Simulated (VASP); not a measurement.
# C (Pm-3m) in VASP: a series of runs, part 2 of 2

VASP 6.6.1. Earlier steps stand in the parts before.

### Step 5. Single point, PBE (volume scaled by 0.96)

The input, INCAR:

```
SYSTEM = C
PREC = Accurate
ENCUT = 520
EDIFF = 1E-7
ISMEAR = -1
SIGMA = 0.1
LREAL = .False.
LASPH = .True.
NELM = 60
ALGO = Normal
ISIF = 2
LWAVE = .False.
LCHARG = .True.
GGA = PE
LELF = .True.
LVHAR = .True.
NBANDS = 8
```

The input, KPOINTS:

```
Automatic mesh
0
Gamma
  29 29 29
  0 0 0
```

The input, POSCAR:

```
C
1.0
    1.7440683199      0.0000000000      0.0000000000
    0.0000000000      1.7440683199      0.0000000000
    0.0000000000      0.0000000000      1.7440683199
C
1
Direct
    0.0000000000      0.0000000000      0.0000000000
```

Potentials or basis: VASP PAW PBE potentials, release 64 (C).

Launch:

```sh
> cat potpaw_PBE.64/C/POTCAR > POTCAR
> mpirun -np 1 vasp_std > vasp.out
```

OUTCAR:

```text
SYSTEM = C
   PREC = Accurate
   ENCUT = 520
   EDIFF = 1E-7
   ISMEAR = -1
   LREAL = .False.
   LASPH = .True.
   NELM = 60
   ISIF = 2
   GGA = PE

 ion  position               nearest neighbor table
   1  0.000  0.000  0.000-

  LATTYP: Found a simple cubic cell.
 ALAT       =     1.7440683199

  Lattice vectors:

 A1 = (   1.7440683199,   0.0000000000,   0.0000000000)
 A2 = (   0.0000000000,   1.7440683199,   0.0000000000)
 A3 = (   0.0000000000,   0.0000000000,   1.7440683199)

Analysis of symmetry for initial positions (statically):
=====================================================================
 Subroutine PRICEL returns:
 Original cell was already a primitive cell.

 Routine SETGRP: Setting up the symmetry group for a
 simple cubic supercell.

 Subroutine GETGRP returns: Found 48 space group operations
 (whereof 48 operations were pure point group operations)
 out of a pool of 48 trial point group operations.

The static configuration has the point symmetry O_h .

Analysis of symmetry for dynamics (positions and initial velocities):
=====================================================================
 Subroutine PRICEL returns:
 Original cell was already a primitive cell.

 Routine SETGRP: Setting up the symmetry group for a
 simple cubic supercell.

 Subroutine GETGRP returns: Found 48 space group operations
 (whereof 48 operations were pure point group operations)
 out of a pool of 48 trial point group operations.

The dynamic configuration has the point symmetry O_h .

 Subroutine INISYM returns: Found 48 space group operations
 (whereof 48 operations are pure point group operations),
 and found     1 'primitive' translations

----------------------------------------------------------------------------------------

                                     Primitive cell

  volume of cell :       5.3051

  direct lattice vectors                    reciprocal lattice vectors
     1.744068320  0.000000000  0.000000000     0.573372034  0.000000000  0.000000000
     0.000000000  1.744068320  0.000000000     0.000000000  0.573372034  0.000000000
     0.000000000  0.000000000  1.744068320     0.000000000  0.000000000  0.573372034

  length of vectors
     1.744068320  1.744068320  1.744068320     0.573372034  0.573372034  0.573372034

  position of ions in fractional coordinates (direct lattice)
     0.000000000  0.000000000  0.000000000

  ion indices of the primitive-cell ions
   primitive index   ion index
                 1           1

----------------------------------------------------------------------------------------

 KPOINTS: Automatic mesh

Automatic generation of k-mesh.
 Grid dimensions read from file:
 generate k-points for:   29   29   29

 Generating k-lattice:

  Cartesian coordinates                     Fractional coordinates (reciprocal lattice)
     0.019771449  0.000000000  0.000000000     0.034482759  0.000000000  0.000000000
     0.000000000  0.019771449  0.000000000     0.000000000  0.034482759  0.000000000
     0.000000000  0.000000000  0.019771449     0.000000000  0.000000000  0.034482759

  Length of vectors
     0.019771449  0.019771449  0.019771449

  Shift w.r.t. Gamma in fractional coordinates (k-lattice)
     0.000000000  0.000000000  0.000000000

 Subroutine IBZKPT returns following result:
 ===========================================

 Found    680 irreducible k-points:

 Following reciprocal coordinates:
            Coordinates               Weight
  0.000000  0.000000  0.000000      1.000000
  0.034483  0.000000  0.000000      6.000000
  0.068966  0.000000  0.000000      6.000000
  0.103448  0.000000  0.000000      6.000000
  0.137931  0.000000  0.000000      6.000000
  0.172414  0.000000  0.000000      6.000000
[... 16 lines left out ...]
  0.275862  0.034483  0.000000     24.000000
  0.310345  0.034483  0.000000     24.000000
 [... further k-points ...]
   k-points           NKPTS =    680   k-points in BZ     NKDIM =    680   number of bands    NBANDS=      8
   number of dos      NEDOS =    301   number of ions     NIONS =      1
   total plane-waves  NPLWV =   2744
   dimension x,y,z NGX =    14 NGY =   14 NGZ =   14
   dimension x,y,z NGXF=    28 NGYF=   28 NGZF=   28
   ions per type =               1
   NGX,Y,Z   is equivalent  to a cutoff of  13.34, 13.34, 13.34 a.u.
   NGXF,Y,Z  is equivalent  to a cutoff of  26.69, 26.69, 26.69 a.u.
 SYSTEM =  C
   PREC   = accura    normal or accurate (medium, high low for compatibility)
   ISTART =      0    job   : 0-new  1-cont  2-samecut
   ICHARG =      2    charge: 1-file 2-atom 10-const
   ISPIN  =      1    spin polarized calculation?
   LNONCOLLINEAR =      F non collinear calculations
   LSORBIT =      F    spin-orbit coupling
   LASPH  =      T    aspherical Exc in radial PAW
   ENCUT  =  520.0 eV  38.22 Ry    6.18 a.u.   3.24  3.24  3.24*2*pi/ulx,y,z
   NELM   =     60;   NELMIN=  2; NELMDL= -5     # of ELM steps
   EDIFF  = 0.1E-06   stopping-criterion for ELM
   LREAL  =      F    real-space projection
   EDIFFG = 0.1E-05   stopping-criterion for IOM
   NSW    =      0    number of steps for IOM
   IBRION =     -1    ionic relax: 0-MD 1-quasi-New 2-CG
   NFREE  =      0    steps in history (QN), initial steepest desc. (CG)
   ISIF   =      2    stress and relaxation
   ISYM   =      2    0-nonsym 1-usesym 2-fastsym
   POTIM  = 0.5000    time-step for ionic-motion
   TEBEG  =    0.0;   TEEND  =   0.0 temperature during run
   PSTRESS=    0.0 pullay stress
   NELECT =       4.0000    total number of electrons
   NUPDOWN=      -1.0000    fix difference up-down
   EMIN   =  10.00;   EMAX   =-10.00  energy-range for DOS
   EFERMI =   0.00;   METHOD = LEGACY
   ISMEAR =    -1;   SIGMA  =   0.10  broadening in eV -4-tet -1-fermi 0-gaus
   EFERMI_NEDOS =   21; number of points for ismear=-14 and -15
   IALGO  =     38    algorithm
   IMIX   =      4    mixing-type and parameters
     AMIX     =   0.40;   BMIX     =  1.00
     AMIX_MAG =   1.60;   BMIX_MAG =  1.00
  volume/ion in A,a.u.               =       5.31        35.80
  Fermi-wavevector in a.u.,A,eV,Ry     =   1.490040  2.815768 30.207926  2.220220
  Thomas-Fermi vector in A             =   2.602873
   LORBIT       =      0    0 simple, 1 ext, 2 COOP (PROOUT), +10 PAW based schemes
   GGA     = PE    functional components
   LHFCALC =     F    Hartree Fock is set to
   AEXX    =    0.0000 exact exchange contribution
   IVDW    =     0    specifies the selected vdW correction
   LEPSILON=     F    determine dielectric tensor
   LRPA    =     F    only Hartree local field effects (RPA)
 non-spin polarized calculation
  energy-cutoff  :      520.00
  volume of cell :        5.31
 maximum number of plane-waves:       150
 NGX is ok and might be reduce to    14
   NGX =  7   NGY =  7   NGZ =  7

 number of electron       4.0000001 magnetization

 Free energy of the ion-electron system (eV)
  ---------------------------------------------------
  ext. energy  EPLUGINS =         0.00000000
  ---------------------------------------------------
  free energy    TOTEN  =        -6.45563051 eV

  energy without entropy =       -6.44771661  energy(sigma->0) =       -6.45167356

 E-fermi :  11.7080     XC(G=0): -14.0788

 val. band max:       11.6903348075   @ k =   0.2414   0.1724   0.0345
 cond. band min:      11.7401875613   @ k =   0.2414   0.2069   0.0690
 fundamental gap:      0.0498527539
 Fermi energy:        11.7079856593

 k-point     1 :       0.0000    0.0000    0.0000
  band No.  band energies     occupation
      1     -11.2236      2.00000
      2      21.4096      0.00000
      3      21.4096      0.00000
      4      21.4096      0.00000
      5      37.6785      0.00000
      6      37.6785      0.00000
      7      44.0461      0.00000
      8      69.4561      0.00000

 k-point     2 :       0.0345    0.0000    0.0000
  band No.  band energies     occupation
      1     -11.1755      2.00000
      2      21.0278      0.00000
      3      21.4428      0.00000
      4      21.4428      0.00000
      5      37.7328      0.00000
      6      38.0954      0.00000
      7      44.0392      0.00000
      8      69.1401      0.00000
[... 221 lines left out ...]
 k-point    23 :       0.2759    0.0345    0.0000
  band No.  band energies     occupation
      1      -8.1054      2.00000
      2       9.3256      2.00000
      3      22.9583      0.00000
      4      23.2819      0.00000
      5      41.3247      0.00000
      6      42.7564      0.00000
      7      51.1058      0.00000
      8      57.6918      0.00000

 k-point    24 :       0.3103    0.0345    0.0000
  band No.  band energies     occupation
      1      -7.2937      2.00000
      2       7.5154      2.00000
      3      23.3519      0.00000
      4      23.6633      0.00000
      5      42.1533      0.00000
      6      42.5497      0.00000
      7      52.5249      0.00000
      8      56.1608      0.00000

 [... further k-points ...]
[... 5 lines left out ...]
  --------------------------------------------------------------------------------------
  -------------------------------------------------------------------------------------
  Total        0.6072419      0.6072419      0.6072419     -0.0000000     -0.0000000      0.0000000
  in kB      183.3926145    183.3926145    183.3926145     -0.0000000     -0.0000000      0.0000000
  external PRESSURE =     183.3926145 kB  Pullay stress =       0.0000000 kB

 VOLUME and BASIS-vectors are now :
 -----------------------------------------------------------------------------
  energy-cutoff  :      520.00
  volume of cell :        5.31
      direct lattice vectors                 reciprocal lattice vectors
     1.744068320  0.000000000  0.000000000     0.573372034  0.000000000  0.000000000
     0.000000000  1.744068320  0.000000000     0.000000000  0.573372034  0.000000000
     0.000000000  0.000000000  1.744068320     0.000000000  0.000000000  0.573372034

 POSITION                                       TOTAL-FORCE (eV/Angst)
 -----------------------------------------------------------------------------------
      0.00000      0.00000      0.00000         0.000000      0.000000      0.000000
 -----------------------------------------------------------------------------------
    total drift:                               -0.000000     -0.000000     -0.000000

  FREE ENERGIE OF THE ION-ELECTRON SYSTEM (eV)
  ---------------------------------------------------
  free  energy   TOTEN  =        -6.4556305080 eV

  energy  without entropy=       -6.4477166107  energy(sigma->0) =       -6.45167356
```

OSZICAR:

```text
N       E                     dE             d eps       ncg     rms          rms(c)
DAV:   1    -0.493692991478E+01   -0.49369E+01   -0.26520E+03 12384   0.502E+02
DAV:   2    -0.647204689146E+01   -0.15351E+01   -0.14682E+01 14208   0.297E+01
DAV:   3    -0.647492598747E+01   -0.28791E-02   -0.28784E-02 12720   0.136E+00
DAV:   4    -0.647492638180E+01   -0.39433E-06   -0.39568E-06 16288   0.151E-02
DAV:   5    -0.647492638348E+01   -0.16799E-08   -0.41416E-10 12792   0.823E-05    0.212E+00
DAV:   6    -0.645801166882E+01    0.16915E-01   -0.14099E-02 12240   0.779E-01    0.132E+00
DAV:   7    -0.645547774377E+01    0.25339E-02   -0.19601E-02 12328   0.980E-01    0.175E-01
DAV:   8    -0.645563192972E+01   -0.15419E-03   -0.28192E-04 11752   0.136E-01    0.184E-02
DAV:   9    -0.645562979402E+01    0.21357E-05   -0.19361E-05 14568   0.305E-02    0.920E-03
DAV:  10    -0.645563052841E+01   -0.73440E-06   -0.41568E-07 12432   0.561E-03    0.993E-04
DAV:  11    -0.645563050801E+01    0.20404E-07   -0.25769E-08 11512   0.138E-03
   1 F= -.64556305E+01 E0= -.64516736E+01  d E =-.791390E-02
```

stdout:

```text
POSCAR found type information on POSCAR C
 POSCAR found :  1 types and       1 ions
 scaLAPACK will be used
 LDA part: xc-table for (Slater+PW92), standard interpolation
 POSCAR, INCAR and KPOINTS ok, starting setup
 FFT: planning ... GRIDC
 FFT: planning ... GRID_SOFT
 FFT: planning ... GRID
 WAVECAR not read
 entering main loop
```

It took 5.8 s on 1 thread of Intel Xeon 6975P-C (Granite Rapids), shared host; peak memory 0.12 GiB.

Results:

```yaml
Free_energy: -6.4556 eV
Pressure: 18.3 GPa
Band_gap_on_the_k_mesh: zero (band 2 reaches 21.41 eV, above the bottom of band 3 at 9.34 eV)
```

Levels at points of the mesh, in eV from the Fermi level:
```
           k point  band 1  band 2  band 3  band 4  band 5  band 6  band 7
(0.00, 0.00, 0.00)  -22.93    9.70    9.70    9.70   25.97   25.97   32.34
```

### Step 6. Single point, PBE

The input, INCAR:

```
SYSTEM = C
ALGO = Normal ; EDIFF = 1E-6
ENCUT = 520 ; GGA = PE
ISIF = 2 ; ISMEAR = -1
LASPH = .True. ; LCHARG = .False.
LREAL = .False. ; LWAVE = .False.
NBANDS = 8 ; NELM = 100
PREC = Accurate ; SIGMA = 0.1
```

The input, KPOINTS:

```
k-points
0
Gamma
  29 29 29
  0 0 0
```

The input, POSCAR:

```
C
1.0
    1.7679626360      0.0000000000      0.0000000000
    0.0000000000      1.7679626360      0.0000000000
    0.0000000000      0.0000000000      1.7679626360
C
1
Direct
    0.0000000000      0.0000000000      0.0000000000
```

Potentials or basis: VASP PAW PBE potentials, release 64 (C).

Launch:

```sh
> cat potpaw_PBE.64/C/POTCAR > POTCAR
> mpirun -np 1 vasp_std > vasp.out
```

OUTCAR:

```text
SYSTEM = C
   EDIFF = 1E-6
   ENCUT = 520
   GGA = PE
   ISIF = 2
   ISMEAR = -1
   LASPH = .True.
   LREAL = .False.
   NELM = 100
   PREC = Accurate

 ion  position               nearest neighbor table
   1  0.000  0.000  0.000-

  LATTYP: Found a simple cubic cell.
 ALAT       =     1.7679626360

  Lattice vectors:

 A1 = (   1.7679626360,   0.0000000000,   0.0000000000)
 A2 = (   0.0000000000,   1.7679626360,   0.0000000000)
 A3 = (   0.0000000000,   0.0000000000,   1.7679626360)

Analysis of symmetry for initial positions (statically):
=====================================================================
 Subroutine PRICEL returns:
 Original cell was already a primitive cell.

 Routine SETGRP: Setting up the symmetry group for a
 simple cubic supercell.

 Subroutine GETGRP returns: Found 48 space group operations
 (whereof 48 operations were pure point group operations)
 out of a pool of 48 trial point group operations.

The static configuration has the point symmetry O_h .

Analysis of symmetry for dynamics (positions and initial velocities):
[... 152 lines left out ...]
  ---------------------------------------------------
  free energy    TOTEN  =        -6.47032069 eV

  energy without entropy =       -6.46108786  energy(sigma->0) =       -6.46570428

 E-fermi :  11.0355     XC(G=0): -13.8731

 val. band max:       11.0236340670   @ k =   0.2414   0.2069   0.0345
 cond. band min:      11.0392257139   @ k =   0.2759   0.2759   0.2414
 fundamental gap:      0.0155916469
 Fermi energy:        11.0354612139

 k-point     1 :       0.0000    0.0000    0.0000
  band No.  band energies     occupation
      1     -11.2518      2.00000
      2      20.4171      0.00000
      3      20.4171      0.00000
      4      20.4171      0.00000
      5      36.6045      0.00000
      6      36.6045      0.00000
      7      42.3410      0.00000
      8      67.3454      0.00000
[... 243 lines left out ...]
 k-point    24 :       0.3103    0.0345    0.0000
  band No.  band energies     occupation
      1      -7.4223      2.00000
      2       7.0026      2.00000
      3      22.2672      0.00000
      4      22.5633      0.00000
      5      40.9419      0.00000
      6      41.0737      0.00000
      7      50.7042      0.00000
      8      54.5440      0.00000

 [... further k-points ...]
[... 5 lines left out ...]
  --------------------------------------------------------------------------------------
  -------------------------------------------------------------------------------------
  Total        0.1118733      0.1118733      0.1118733     -0.0000000      0.0000000      0.0000000
  in kB       32.4352801     32.4352801     32.4352801     -0.0000000      0.0000000      0.0000000
  external PRESSURE =      32.4352801 kB  Pullay stress =       0.0000000 kB

 VOLUME and BASIS-vectors are now :
 -----------------------------------------------------------------------------
  energy-cutoff  :      520.00
  volume of cell :        5.53
      direct lattice vectors                 reciprocal lattice vectors
     1.767962636  0.000000000  0.000000000     0.565622813  0.000000000  0.000000000
     0.000000000  1.767962636  0.000000000     0.000000000  0.565622813  0.000000000
     0.000000000  0.000000000  1.767962636     0.000000000  0.000000000  0.565622813

 POSITION                                       TOTAL-FORCE (eV/Angst)
 -----------------------------------------------------------------------------------
      0.00000      0.00000      0.00000         0.000000      0.000000      0.000000
 -----------------------------------------------------------------------------------
    total drift:                               -0.000000     -0.000000     -0.000000

  FREE ENERGIE OF THE ION-ELECTRON SYSTEM (eV)
  ---------------------------------------------------
  free  energy   TOTEN  =        -6.4703206943 eV

  energy  without entropy=       -6.4610878645  energy(sigma->0) =       -6.46570428
```

stdout:

```text
POSCAR found type information on POSCAR C
 POSCAR found :  1 types and       1 ions
 scaLAPACK will be used
 LDA part: xc-table for (Slater+PW92), standard interpolation
 POSCAR, INCAR and KPOINTS ok, starting setup
 FFT: planning ... GRIDC
 FFT: planning ... GRID_SOFT
 FFT: planning ... GRID
 WAVECAR not read
 entering main loop
```

It took 5.2 s on 1 thread of Intel Xeon 6975P-C (Granite Rapids), shared host; peak memory 0.12 GiB.

What came out:

| Property | Result |
| --- | --- |
| Free energy | -6.4703 eV |
| Pressure | 3.2 GPa |
| Band gap on the k mesh | zero (band 2 reaches 20.42 eV, above the bottom of band 3 at 8.46 eV) |

Levels at points of the mesh, in eV from the Fermi level:
```csv
k point,band 1,band 2,band 3,band 4,band 5,band 6,band 7
"(0.00, 0.00, 0.00)",-22.29,9.38,9.38,9.38,25.57,25.57,31.31
```

### Step 7. The runs side by side

| cell | k mesh | gap on the mesh (eV) | pressure (GPa) |
| --- | --- | --- | --- |
| a = 1.768 Å, 1 atom | 16 × 16 × 16 | none | 0.1 |
| a = 1.694 Å, 1 atom | 29 × 29 × 29 | none | 60.3 |
| a = 1.720 Å, 1 atom | 29 × 29 × 29 | none | 37.3 |
| a = 1.744 Å, 1 atom | 29 × 29 × 29 | none | 18.3 |
| a = 1.768 Å, 1 atom | 29 × 29 × 29 | none | 3.2 |

Alike in all rows: task single point; level PBE; potentials or basis VASP PAW PBE potentials, release 64 (C); no spin polarisation; cutoff (eV) 520; smearing fermi-dirac 0.1 eV.

Absolute energies hang on the potentials; compare differences alone.
